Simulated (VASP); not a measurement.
Input of a VASP 6.6.1 run:

File INCAR:

```
SYSTEM = PbO2
ALGO     = Normal         ! electronic algorithm
EDIFF    = 1E-7           ! SCF threshold, eV
ENCUT    = 520            ! plane-wave cutoff, eV
GGA      = PE             ! functional
ISIF     = 2              ! what is computed and relaxed
ISMEAR   = 0              ! smearing method
LASPH    = .TRUE.         ! aspherical terms in the spheres
LCHARG   = .FALSE.        ! write CHGCAR
LREAL    = .FALSE.        ! projectors in reciprocal space
LWAVE    = .FALSE.        ! write WAVECAR
NBANDS   = 35             ! bands
NELM     = 60             ! most SCF steps
PREC     = Accurate       ! precision mode
SIGMA    = 0.1            ! smearing width, eV
```

File KPOINTS:

```
k-points
0
G
  8 8 10
  0 0 0
```

Contents of POSCAR:

```
PbO2
1.0
    5.0624102258      0.0000000000      0.0000000000
    0.0000000000      5.0624102258      0.0000000000
    0.0000000000      0.0000000000      3.4948242788
Pb O
2 4
Direct
    0.0000000000      0.0000000000      0.0000000000
    0.5000000000      0.5000000000      0.5000000000
    0.3079158087      0.3079158087      0.0000000000
    0.1920841913      0.8079158087      0.5000000000
    0.6920841913      0.6920841913      0.0000000000
    0.8079158087      0.1920841913      0.5000000000
```

Potentials or basis: VASP PAW PBE potentials, release 64 (Pb_d, O).

Launch:

```bash
$ cat potpaw_PBE.64/Pb_d/POTCAR potpaw_PBE.64/O/POTCAR > POTCAR
$ mpirun -np 1 vasp_std > vasp.out
```

Q: What does it give for the pressure?

A: -1.1 GPa.

Q: Estimate the band gap on the k mesh.

A: 0.02 eV.

Q: Estimate the largest force.

A: 0.017 eV/Å.

Stress tensor (GPa, compression positive):
```
-0.53  0.00  0.00
 0.00 -0.53  0.00
 0.00  0.00 -2.28
```

Caveat: the cell differs from its parent crystal (uniaxial strain along c: +1.5 %); the smearing spreads over this small gap; spin-orbit coupling is left out, which moves the levels of the heavy elements. A k mesh can miss the band edges.
